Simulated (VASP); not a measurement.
A run of VASP 6.6.1:

The input INCAR:

```
SYSTEM = TePb
ALGO = Normal
EDIFF = 1E-6
ENCUT = 500
GGA = RE
GGA_COMPAT = .False.
ISIF = 2
ISMEAR = 0
LASPH = .True.
LCHARG = .True.
LELF = .True.
LREAL = .False.
LVHAR = .True.
LWAVE = .False.
NBANDS = 17
NELM = 120
PREC = Accurate
SIGMA = 0.01
```

KPOINTS

```
k-points
0
Gamma
  7 7 7
  0 0 0
```

The input POSCAR:

```
TePb
1.0
    0.0000000000      3.2310000000      3.2310000000
    3.2310000000      0.0000000000      3.2310000000
    3.2310000000      3.2310000000      0.0000000000
Te Pb
1 1
Direct
    0.5000000000      0.5000000000      0.5000000000
    0.0000000000      0.0000000000      0.0000000000
```

Potentials or basis: VASP PAW PBE potentials, release 64 (Te, Pb_d).

Launch:

```sh
$ cat potpaw_PBE.64/Te/POTCAR potpaw_PBE.64/Pb_d/POTCAR > POTCAR
$ mpirun -np 1 vasp_std > vasp.out
```

Hardware: 1 thread of Intel(R) Xeon(R) Platinum 8559C (Emerald Rapids), with other jobs on the host.

How long does it take, and how much memory?

Wall time 15 s on 1 thread of Intel(R) Xeon(R) Platinum 8559C (Emerald Rapids), with other jobs on the host, peak memory 0.2 GiB. Counts: scf iterations 12, k points 20.
